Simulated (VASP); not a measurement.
# NaCl (I4/mmm) in VASP: a series of runs

The runs below take NaCl through single point, with PBEsol.

All numbers are computed with VASP 6.6.1; they aren't measurements. Logs are shortened: lines on timing, memory, paths and dates and some standing lists are left out, and cuts for length are marked.

## Step 1: The cell of the first run

Symmetry: I4/mmm, No. 139, tetragonal system. Conventional cell: a = 4.005 Å, b = 4.005 Å, c = 5.210 Å, α = 90.00°, β = 90.00°, γ = 90.00°. Within 3.4 Å of Na (site symmetry 4/mmm) lie 6 Cl at 2.61 to 2.83 Å. Within 3.4 Å of Cl (site symmetry 4/mmm) lie 6 Na at 2.61 to 2.83 Å.

## Step 2: Single point, PBEsol (strain +0.000 along x and y, -0.080 along z)

The input, INCAR:

```
PREC = Accurate
ENCUT = 520
EDIFF = 1E-6
ISMEAR = 0
SIGMA = 0.05
LREAL = F
LASPH = T
NELM = 80
ALGO = Normal
ISIF = 2
LWAVE = F
LCHARG = F
GGA = PS
NBANDS = 14
```

The input, KPOINTS:

```
regular mesh
0
Gamma
  8 8 8
```

The input, POSCAR:

```
NaCl
1.0
    0.0000000000      2.8317500000      2.6052100000
    2.8317500000      0.0000000000      2.6052100000
    2.8317500000      2.8317500000      0.0000000000
Na Cl
1 1
Direct
    0.0000000000      0.0000000000      0.0000000000
    0.5000000000      0.5000000000      0.5000000000
```

Potentials or basis: VASP PAW PBE potentials, release 64 (Na_pv, Cl).

On the command line:

```sh
$ cat potpaw_PBE.64/Na_pv/POTCAR potpaw_PBE.64/Cl/POTCAR > POTCAR
$ mpirun -np 1 vasp_std > vasp.out
```

OUTCAR:

```text
PREC = Accurate
   ENCUT = 520
   EDIFF = 1E-6
   ISMEAR = 0
   LREAL = F
   LASPH = T
   NELM = 80
   ISIF = 2
   GGA = PS

 ion  position               nearest neighbor table
   1  0.000  0.000  0.000-   2 2.61   2 2.61
   2  0.500  0.500  0.500-   1 2.61   1 2.61

  LATTYP: Found a body centered tetragonal cell.
 ALAT       =     4.0046992553
 C/A-ratio  =     1.3010764774

  Lattice vectors:

 A1 = (   0.0000000000,  -2.8317500000,  -2.6052100000)
 A2 = (   0.0000000000,   2.8317500000,  -2.6052100000)
 A3 = (   2.8317500000,   0.0000000000,   2.6052100000)

Analysis of symmetry for initial positions (statically):
=====================================================================
 Subroutine PRICEL returns:
 Original cell was already a primitive cell.

 Routine SETGRP: Setting up the symmetry group for a
 body centered tetragonal supercell.

 Subroutine GETGRP returns: Found 16 space group operations
 (whereof 16 operations were pure point group operations)
 out of a pool of 16 trial point group operations.

The static configuration has the point symmetry D_4h.

Analysis of symmetry for dynamics (positions and initial velocities):
=====================================================================
 Subroutine PRICEL returns:
 Original cell was already a primitive cell.

 Routine SETGRP: Setting up the symmetry group for a
 body centered tetragonal supercell.

 Subroutine GETGRP returns: Found 16 space group operations
 (whereof 16 operations were pure point group operations)
 out of a pool of 16 trial point group operations.

The dynamic configuration has the point symmetry D_4h.

 Subroutine INISYM returns: Found 16 space group operations
 (whereof 16 operations are pure point group operations),
 and found     1 'primitive' translations

----------------------------------------------------------------------------------------

                                     Primitive cell

  volume of cell :      41.7814

  direct lattice vectors                    reciprocal lattice vectors
     0.000000000  2.831750000  2.605210000    -0.176569259  0.176569259  0.191923108
     2.831750000  0.000000000  2.605210000     0.176569259 -0.176569259  0.191923108
     2.831750000  2.831750000  0.000000000     0.176569259  0.176569259 -0.191923108

  length of vectors
     3.847847087  3.847847087  4.004699255     0.314941083  0.314941083  0.314941083

  position of ions in fractional coordinates (direct lattice)
     0.000000000  0.000000000  0.000000000
     0.500000000  0.500000000  0.500000000

  ion indices of the primitive-cell ions
[... 82 lines left out ...]
   ISYM   =      2    0-nonsym 1-usesym 2-fastsym
   POTIM  = 0.5000    time-step for ionic-motion
   TEBEG  =    0.0;   TEEND  =   0.0 temperature during run
   PSTRESS=    0.0 pullay stress
   NELECT =      14.0000    total number of electrons
   NUPDOWN=      -1.0000    fix difference up-down
   EMIN   =  10.00;   EMAX   =-10.00  energy-range for DOS
   EFERMI =   0.00;   METHOD = LEGACY
   ISMEAR =     0;   SIGMA  =   0.05  broadening in eV -4-tet -1-fermi 0-gaus
   EFERMI_NEDOS =   21; number of points for ismear=-14 and -15
   IALGO  =     38    algorithm
   IMIX   =      4    mixing-type and parameters
     AMIX     =   0.40;   BMIX     =  1.00
     AMIX_MAG =   1.60;   BMIX_MAG =  1.00
  volume/ion in A,a.u.               =      20.89       140.98
  Fermi-wavevector in a.u.,A,eV,Ry     =   1.137077  2.148765 17.591582  1.292945
  Thomas-Fermi vector in A             =   2.273782
   LORBIT       =      0    0 simple, 1 ext, 2 COOP (PROOUT), +10 PAW based schemes
   GGA     = PS    functional components
   LHFCALC =     F    Hartree Fock is set to
   AEXX    =    0.0000 exact exchange contribution
   IVDW    =     0    specifies the selected vdW correction
   LEPSILON=     F    determine dielectric tensor
   LRPA    =     F    only Hartree local field effects (RPA)
 non-spin polarized calculation
 Gauss-broadening in eV      SIGMA  =   0.05
  energy-cutoff  :      520.00
  volume of cell :       41.78
 maximum number of plane-waves:      1170
 NGX is ok and might be reduce to    30
   NGX = 15   NGY = 15   NGZ = 15

 number of electron      14.0000000 magnetization

 Free energy of the ion-electron system (eV)
  ---------------------------------------------------
  ext. energy  EPLUGINS =         0.00000000
  ---------------------------------------------------
  free energy    TOTEN  =        -6.94877380 eV

  energy without entropy =       -6.94877380  energy(sigma->0) =       -6.94877380

 E-fermi :  -0.0933     XC(G=0):  -8.6404

 val. band max:       -0.3372330779   @ k =   0.0000   0.0000   0.0000
 cond. band min:       4.8430350239   @ k =   0.0000   0.0000   0.0000
 fundamental gap:      5.1802681018
 Fermi energy:        -0.0933193178

 k-point     1 :       0.0000    0.0000    0.0000
  band No.  band energies     occupation
      1     -20.8749      2.00000
      2     -20.8749      2.00000
      3     -20.8738      2.00000
      4     -13.1843      2.00000
      5      -0.4088      2.00000
      6      -0.3372      2.00000
      7      -0.3372      2.00000
      8       4.8430      0.00000
      9      10.5210      0.00000
     10      10.5210      0.00000
     11      11.1783      0.00000
     12      12.4734      0.00000
     13      13.5462      0.00000
     14      14.5634      0.00000
[... 377 lines left out ...]
      1     -20.9054      2.00000
      2     -20.8800      2.00000
      3     -20.8772      2.00000
      4     -12.8509      2.00000
      5      -2.0454      2.00000
      6      -0.7764      2.00000
      7      -0.6672      2.00000
      8       7.1164      0.00000
      9       9.5332      0.00000
     10      10.1328      0.00000
     11      11.5525      0.00000
     12      13.3990      0.00000
     13      14.7440      0.00000
     14      16.3680      0.00000

 [... further k-points ...]
[... 5 lines left out ...]
  --------------------------------------------------------------------------------------
  -------------------------------------------------------------------------------------
  Total        0.0544450      0.0544450      1.5388158      0.0000000      0.0000000      0.0000000
  in kB        2.0877863      2.0877863     59.0085136      0.0000000      0.0000000      0.0000000
  external PRESSURE =      21.0613620 kB  Pullay stress =       0.0000000 kB

 VOLUME and BASIS-vectors are now :
 -----------------------------------------------------------------------------
  energy-cutoff  :      520.00
  volume of cell :       41.78
      direct lattice vectors                 reciprocal lattice vectors
     0.000000000  2.831750000  2.605210000    -0.176569259  0.176569259  0.191923108
     2.831750000  0.000000000  2.605210000     0.176569259 -0.176569259  0.191923108
     2.831750000  2.831750000  0.000000000     0.176569259  0.176569259 -0.191923108

 POSITION                                       TOTAL-FORCE (eV/Angst)
 -----------------------------------------------------------------------------------
      0.00000      0.00000      0.00000        -0.000000     -0.000000     -0.000000
      2.83175      2.83175      2.60521         0.000000      0.000000      0.000000
 -----------------------------------------------------------------------------------
    total drift:                               -0.000000      0.000000      0.000000

  FREE ENERGIE OF THE ION-ELECTRON SYSTEM (eV)
  ---------------------------------------------------
  free  energy   TOTEN  =        -6.9487738015 eV

  energy  without entropy=       -6.9487738015  energy(sigma->0) =       -6.94877380
```

stdout:

```text
POSCAR found type information on POSCAR NaCl
 POSCAR found :  2 types and       2 ions
 scaLAPACK will be used
 -----------------------------------------------------------------------------
|                                                                             |
|                                                                             |
|     You enforced a specific xc type in the INCAR file but a different       |
|     I HOPE YOU KNOW WHAT YOU ARE DOING!                                     |
|                                                                             |
 -----------------------------------------------------------------------------

 LDA part: xc-table for (Slater+PW92), standard interpolation
 POSCAR, INCAR and KPOINTS ok, starting setup
 FFT: planning ... GRIDC
 FFT: planning ... GRID_SOFT
 FFT: planning ... GRID
 WAVECAR not read
 entering main loop
```

Wall time 31 s (1 thread of AMD EPYC 7R43 (Zen 3), shared host); peak memory 0.14 GiB.

Results:

| Quantity | Value |
| --- | --- |
| Free energy | -6.9488 eV |
| Pressure | 2.1 GPa |
| Band gap on the k mesh | 5.18 eV, direct |

Caveat: the cell differs from its parent crystal (strain +0.000 along x and y, -0.080 along z); the PAW data sets were made with another functional, which shifts forces and pressure a little.

## Step 3: Single point, PBEsol (strain +0.000 along x and y, -0.040 along z)

Changes to INCAR since step 2:

```diff
@@ -7,3 +7,3 @@
 LASPH = T
-NELM = 80
+NELM = 100
 ALGO = Normal
```

KPOINTS is that of step 2.

The input, POSCAR:

```
NaCl
1.0
    0.0000000000      2.8317500000      2.7184800000
    2.8317500000      0.0000000000      2.7184800000
    2.8317500000      2.8317500000      0.0000000000
Na Cl
1 1
Direct
    0.0000000000      0.0000000000      0.0000000000
    0.5000000000      0.5000000000      0.5000000000
```

Potentials or basis: VASP PAW PBE potentials, release 64 (Na_pv, Cl).

On the command line:

```sh
$ cat potpaw_PBE.64/Na_pv/POTCAR potpaw_PBE.64/Cl/POTCAR > POTCAR
$ mpirun -np 1 vasp_std > vasp.out
```

Wall time 32 s (1 thread of AMD EPYC 7R43 (Zen 3), shared host); peak memory 0.14 GiB.

Results (log left out):

```
Free energy            : -6.9906 eV
Pressure               : 0.4 GPa
Band gap on the k mesh : 5.03 eV, direct
```

Stress tensor (GPa, compression positive):
```
-0.32  0.00  0.00
 0.00 -0.32  0.00
 0.00  0.00  1.72
```

Levels at points of the mesh, in eV from the valence-band top:
```csv
k point,band 4,band 5,band 6,band 7,band 8,band 9,band 10,band 11
"(0.00, 0.00, 0.00)",-12.72,-0.04,0.00,0.00,5.03,10.92,10.92,11.23
"(0.50, 0.00, 0.00)",-12.35,-2.07,-0.32,-0.27,7.11,10.71,10.71,11.15
"(0.50, 0.50, 0.00)",-12.27,-1.77,-0.71,-0.71,7.51,7.75,11.58,14.68
"(0.50, 0.00, 0.50)",-12.31,-1.80,-0.68,-0.55,7.52,7.91,11.19,14.67
```

Caveat: the cell differs from its parent crystal (strain +0.000 along x and y, -0.040 along z); the PAW data sets were made with another functional, which shifts forces and pressure a little.
